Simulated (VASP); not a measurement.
# CdS (F-43m) in VASP: single point with r2SCAN

Aim: the single point of CdS with r2SCAN.

All numbers are computed with VASP 6.6.1; they aren't measurements. Logs are shortened: lines on timing, memory, paths and dates and some standing lists are left out, and cuts for length are marked.

## (1) The cell of the first run

Symmetry: F-43m, No. 216, cubic system. Conventional cell: a = 5.833 Å, b = 5.833 Å, c = 5.833 Å, α = 90.00°, β = 90.00°, γ = 90.00°. Within 3.3 Å of Cd (site symmetry -43m) lie 4 S at 2.53 Å. S (site symmetry -43m) has 4 Cd at 2.53 Å within 3.3 Å.

## (2) Single point, r2SCAN

POSCAR

```
CdS
1.0
    0.0000000000      5.8330000000      5.8330000000
    5.8330000000      0.0000000000      5.8330000000
    5.8330000000      5.8330000000      0.0000000000
Cd S
8 8
Direct
    0.0000000000      0.0000000000      0.0000000000
    0.0000000000      0.0000000000      0.5000000000
    0.0000000000      0.5000000000      0.0000000000
    0.0000000000      0.5000000000      0.5000000000
    0.5000000000      0.0000000000      0.0000000000
    0.5000000000      0.0000000000      0.5000000000
    0.5000000000      0.5000000000      0.0000000000
    0.5000000000      0.5000000000      0.5000000000
    0.1250000000      0.1250000000      0.1250000000
    0.1250000000      0.1250000000      0.6250000000
    0.1250000000      0.6250000000      0.1250000000
    0.1250000000      0.6250000000      0.6250000000
    0.6250000000      0.1250000000      0.1250000000
    0.6250000000      0.1250000000      0.6250000000
    0.6250000000      0.6250000000      0.1250000000
    0.6250000000      0.6250000000      0.6250000000
```

INCAR.step1

```
SYSTEM = CdS
PREC = Accurate ; ENCUT = 550
ISMEAR = -1 ; SIGMA = 0.05
LREAL = .False. ; LASPH = .True.
NELM = 120 ; NBANDS = 86
GGA = PE ; ALGO = Normal
EDIFF = 1E-5 ; LWAVE = .True.
LCHARG = .False. ; GGA_COMPAT = .False.
```

INCAR.step2

```
SYSTEM = CdS
PREC = Accurate ; ENCUT = 550
EDIFF = 1E-6 ; ISMEAR = -1
SIGMA = 0.05 ; LREAL = .False.
LASPH = .True. ; NELM = 120
ALGO = Normal ; ISIF = 2
LWAVE = .False. ; LCHARG = .False.
METAGGA = R2SCAN ; LMIXTAU = .True.
NBANDS = 86 ; ISTART = 1
GGA_COMPAT = .False.
```

KPOINTS

```
Automatic mesh
0
Gamma
  2 2 2
  0 0 0
```

Potentials or basis: VASP PAW PBE potentials, release 64 (Cd, S).

The run is started by

```
> cat potpaw_PBE.64/Cd/POTCAR potpaw_PBE.64/S/POTCAR > POTCAR
> cp INCAR.step1 INCAR
> mpirun -np 1 vasp_std > vasp.out
> cp INCAR.step2 INCAR
> mpirun -np 1 vasp_std > vasp.out
```

OUTCAR:

```text
SYSTEM = CdS
   PREC = Accurate
   ENCUT = 550
   EDIFF = 1E-6
   ISMEAR = -1
   LREAL = .False.
   LASPH = .True.
   NELM = 120
   ISIF = 2
   METAGGA = R2SCAN
   ISTART = 1

 ion  position               nearest neighbor table
   1  0.000  0.000  0.000-   9 2.53  10 2.53  11 2.53  13 2.53
   2  0.000  0.000  0.500-   9 2.53  10 2.53  12 2.53  14 2.53
   3  0.000  0.500  0.000-  11 2.53  12 2.53   9 2.53  15 2.53
   4  0.000  0.500  0.500-  11 2.53  12 2.53  10 2.53  16 2.53
   5  0.500  0.000  0.000-  13 2.53  14 2.53   9 2.53  15 2.53
   6  0.500  0.000  0.500-  13 2.53  14 2.53  10 2.53  16 2.53
[... 8 lines left out ...]
  15  0.625  0.625  0.125-   7 2.53   8 2.53   3 2.53   5 2.53
  16  0.625  0.625  0.625-   7 2.53   8 2.53   4 2.53   6 2.53

  LATTYP: Found a face centered cubic cell.
 ALAT       =    11.6660000000

  Lattice vectors:

 A1 = (   0.0000000000,   5.8330000000,   5.8330000000)
 A2 = (   5.8330000000,   0.0000000000,   5.8330000000)
 A3 = (   5.8330000000,   5.8330000000,   0.0000000000)

Analysis of symmetry for initial positions (statically):
=====================================================================
 Subroutine PRICEL returns following result:

  LATTYP: Found a face centered cubic cell.
 ALAT       =     5.8330000000

  Lattice vectors:

 A1 = (   0.0000000000,   2.9165000000,   2.9165000000)
 A2 = (   2.9165000000,   0.0000000000,   2.9165000000)
 A3 = (   2.9165000000,   2.9165000000,   0.0000000000)

   8 primitive cells build up your supercell.

 Routine SETGRP: Setting up the symmetry group for a
 face centered cubic supercell.

 Subroutine GETGRP returns: Found 24 space group operations
 (whereof 24 operations were pure point group operations)
 out of a pool of 48 trial point group operations.

The static configuration has the point symmetry T_d .

Analysis of symmetry for dynamics (positions and initial velocities):
=====================================================================
 Subroutine PRICEL returns following result:

  LATTYP: Found a face centered cubic cell.
 ALAT       =     5.8330000000

  Lattice vectors:

 A1 = (   0.0000000000,   2.9165000000,   2.9165000000)
 A2 = (   2.9165000000,   0.0000000000,   2.9165000000)
 A3 = (   2.9165000000,   2.9165000000,   0.0000000000)

   8 primitive cells build up your supercell.

 Routine SETGRP: Setting up the symmetry group for a
 face centered cubic supercell.

 Subroutine GETGRP returns: Found 24 space group operations
 (whereof 24 operations were pure point group operations)
 out of a pool of 48 trial point group operations.

The dynamic configuration has the point symmetry T_d .

 Subroutine INISYM returns: Found 24 space group operations
 (whereof 24 operations are pure point group operations),
 and found     8 'primitive' translations

----------------------------------------------------------------------------------------

                                     Primitive cell

  volume of cell :      49.6153

  direct lattice vectors                    reciprocal lattice vectors
     0.000000000  2.916500000  2.916500000    -0.171438368  0.171438368  0.171438368
     2.916500000  0.000000000  2.916500000     0.171438368 -0.171438368  0.171438368
     2.916500000  2.916500000  0.000000000     0.171438368  0.171438368 -0.171438368

  length of vectors
     4.124553855  4.124553855  4.124553855     0.296939964  0.296939964  0.296939964

  position of ions in fractional coordinates (direct lattice)
     0.000000000  0.000000000  0.000000000
     0.250000000  0.250000000  0.250000000

  ion indices of the primitive-cell ions
   primitive index   ion index
                 1           1
                 2           9

----------------------------------------------------------------------------------------

 KPOINTS: Automatic mesh

Automatic generation of k-mesh.
 Grid dimensions read from file:
 generate k-points for:    2    2    2

 Generating k-lattice:

  Cartesian coordinates                     Fractional coordinates (reciprocal lattice)
    -0.042859592  0.042859592  0.042859592     0.500000000  0.000000000  0.000000000
     0.042859592 -0.042859592  0.042859592     0.000000000  0.500000000  0.000000000
     0.042859592  0.042859592 -0.042859592     0.000000000  0.000000000  0.500000000

  Length of vectors
     0.074234991  0.074234991  0.074234991

  Shift w.r.t. Gamma in fractional coordinates (k-lattice)
     0.000000000  0.000000000  0.000000000

 Subroutine IBZKPT returns following result:
 ===========================================

 Found      3 irreducible k-points:

 Following reciprocal coordinates:
            Coordinates               Weight
  0.000000  0.000000  0.000000      1.000000
  0.500000  0.000000  0.000000      4.000000
  0.500000  0.500000  0.000000      3.000000
   k-points           NKPTS =      3   k-points in BZ     NKDIM =      3   number of bands    NBANDS=     86
   number of dos      NEDOS =    301   number of ions     NIONS =     16
   total plane-waves  NPLWV = 262144
   dimension x,y,z NGX =    64 NGY =   64 NGZ =   64
   dimension x,y,z NGXF=   128 NGYF=  128 NGZF=  128
   ions per type =               8   8
   NGX,Y,Z   is equivalent  to a cutoff of  12.90, 12.90, 12.90 a.u.
   NGXF,Y,Z  is equivalent  to a cutoff of  25.80, 25.80, 25.80 a.u.
 SYSTEM =  CdS
   PREC   = accura    normal or accurate (medium, high low for compatibility)
   ISTART =      1    job   : 0-new  1-cont  2-samecut
   ICHARG =      0    charge: 1-file 2-atom 10-const
   ISPIN  =      1    spin polarized calculation?
   LNONCOLLINEAR =      F non collinear calculations
   LSORBIT =      F    spin-orbit coupling
   LASPH  =      T    aspherical Exc in radial PAW
   ENCUT  =  550.0 eV  40.42 Ry    6.36 a.u.  15.77 15.77 15.77*2*pi/ulx,y,z
   NELM   =    120;   NELMIN=  2; NELMDL=  0     # of ELM steps
   EDIFF  = 0.1E-05   stopping-criterion for ELM
   LREAL  =      F    real-space projection
   EDIFFG = 0.1E-04   stopping-criterion for IOM
   NSW    =      0    number of steps for IOM
   IBRION =     -1    ionic relax: 0-MD 1-quasi-New 2-CG
   NFREE  =      0    steps in history (QN), initial steepest desc. (CG)
   ISIF   =      2    stress and relaxation
   ISYM   =      2    0-nonsym 1-usesym 2-fastsym
   POTIM  = 0.5000    time-step for ionic-motion
   TEBEG  =    0.0;   TEEND  =   0.0 temperature during run
   PSTRESS=    0.0 pullay stress
   NELECT =     144.0000    total number of electrons
   NUPDOWN=      -1.0000    fix difference up-down
   EMIN   =  10.00;   EMAX   =-10.00  energy-range for DOS
   EFERMI =   0.00;   METHOD = LEGACY
   ISMEAR =    -1;   SIGMA  =   0.05  broadening in eV -4-tet -1-fermi 0-gaus
   EFERMI_NEDOS =   21; number of points for ismear=-14 and -15
   IALGO  =     38    algorithm
   IMIX   =      4    mixing-type and parameters
     AMIX     =   0.40;   BMIX     =  1.00
     AMIX_MAG =   1.60;   BMIX_MAG =  1.00
  volume/ion in A,a.u.               =      24.81       167.41
  Fermi-wavevector in a.u.,A,eV,Ry     =   1.167599  2.206442 18.548649  1.363287
  Thomas-Fermi vector in A             =   2.304097
   LORBIT       =      0    0 simple, 1 ext, 2 COOP (PROOUT), +10 PAW based schemes
   METAGGA = R2SCAN    functional components
   LHFCALC =     F    Hartree Fock is set to
   AEXX    =    0.0000 exact exchange contribution
   IVDW    =     0    specifies the selected vdW correction
   LEPSILON=     F    determine dielectric tensor
   LRPA    =     F    only Hartree local field effects (RPA)
 non-spin polarized calculation
  energy-cutoff  :      550.00
  volume of cell :      396.92
 maximum number of plane-waves:     11670
 NGX is ok and might be reduce to    64
   NGX = 31   NGY = 31   NGZ = 31

 number of electron     144.0000036 magnetization

 Free energy of the ion-electron system (eV)
  ---------------------------------------------------
  ext. energy  EPLUGINS =         0.00000000
  ---------------------------------------------------
  free energy    TOTEN  =      -237.19579864 eV

  energy without entropy =     -237.19579854  energy(sigma->0) =     -237.19579859

 E-fermi :   1.8883     XC(G=0):  -9.7284

 val. band max:        1.0696810673   @ k =   0.0000   0.0000   0.0000
 cond. band min:       2.6518702403   @ k =   0.0000   0.0000   0.0000
 fundamental gap:      1.5821891731
 Fermi energy:         1.8882912740

 k-point     1 :       0.0000    0.0000    0.0000
  band No.  band energies     occupation
      1     -11.8042      2.00000
      2     -11.3745      2.00000
      3     -11.3745      2.00000
      4     -11.3745      2.00000
      5     -11.3745      2.00000
      6     -11.2417      2.00000
[... 76 lines left out ...]
     83       5.8148      0.00000
     84       8.1322      0.00000

 k-point     2 :       0.5000    0.0000    0.0000
  band No.  band energies     occupation
      1     -11.5892      2.00000
      2     -11.5892      2.00000
      3     -11.3096      2.00000
      4     -11.3096      2.00000
      5     -11.3096      2.00000
      6     -11.3096      2.00000
[... 76 lines left out ...]
     83       6.9663      0.00000
     84       6.9663      0.00000

 k-point     3 :       0.5000    0.5000    0.0000
  band No.  band energies     occupation
      1     -11.5195      2.00000
      2     -11.5195      2.00000
      3     -11.3782      2.00000
      4     -11.3782      2.00000
      5     -11.3782      2.00000
      6     -11.3782      2.00000
[... 76 lines left out ...]
     83       7.0283      0.00000
     84       7.0283      0.00000
 [bands above 84 left out]

------------------------ aborting loop because EDIFF is reached ----------------------------------------

  FORCE on cell =-STRESS in cart. coord.  units (eV):
  Direction    XX          YY          ZZ          XY          YZ          ZX
  --------------------------------------------------------------------------------------
  -------------------------------------------------------------------------------------
  Total        4.8006577      4.8006577      4.8006577     -0.0000000     -0.0000000     -0.0000000
  in kB       19.3778413     19.3778413     19.3778413     -0.0000000     -0.0000000     -0.0000000
  external PRESSURE =      19.3778413 kB  Pullay stress =       0.0000000 kB

 VOLUME and BASIS-vectors are now :
 -----------------------------------------------------------------------------
  energy-cutoff  :      550.00
  volume of cell :      396.92
      direct lattice vectors                 reciprocal lattice vectors
     0.000000000  5.833000000  5.833000000    -0.085719184  0.085719184  0.085719184
     5.833000000  0.000000000  5.833000000     0.085719184 -0.085719184  0.085719184
     5.833000000  5.833000000  0.000000000     0.085719184  0.085719184 -0.085719184

 POSITION                                       TOTAL-FORCE (eV/Angst)
 -----------------------------------------------------------------------------------
      0.00000      0.00000      0.00000         0.000000      0.000000      0.000000
      2.91650      2.91650      0.00000         0.000000      0.000000      0.000000
      2.91650      0.00000      2.91650         0.000000      0.000000      0.000000
      5.83300      2.91650      2.91650         0.000000      0.000000      0.000000
      0.00000      2.91650      2.91650         0.000000      0.000000      0.000000
      2.91650      5.83300      2.91650         0.000000      0.000000      0.000000
[... 8 lines left out ...]
      4.37475      4.37475      7.29125        -0.000000     -0.000000     -0.000000
      7.29125      7.29125      7.29125         0.000000     -0.000000     -0.000000
 -----------------------------------------------------------------------------------
    total drift:                                0.000001      0.000001      0.000002

  FREE ENERGIE OF THE ION-ELECTRON SYSTEM (eV)
  ---------------------------------------------------
  free  energy   TOTEN  =      -237.1957986371 eV

  energy  without entropy=     -237.1957985391  energy(sigma->0) =     -237.19579859
```

Run time: 18 min. Hardware: 1 thread of AMD EPYC 7R43 (Zen 3), shared host; peak memory 0.62 GiB.

What came out:

```
Free energy            : -237.1958 eV
Pressure               : 1.9 GPa
Band gap on the k mesh : 1.58 eV
```

Caveat: the k points lie up to 0.47 Å⁻¹ apart; the PAW data sets were made with another functional, which shifts forces and pressure a little.
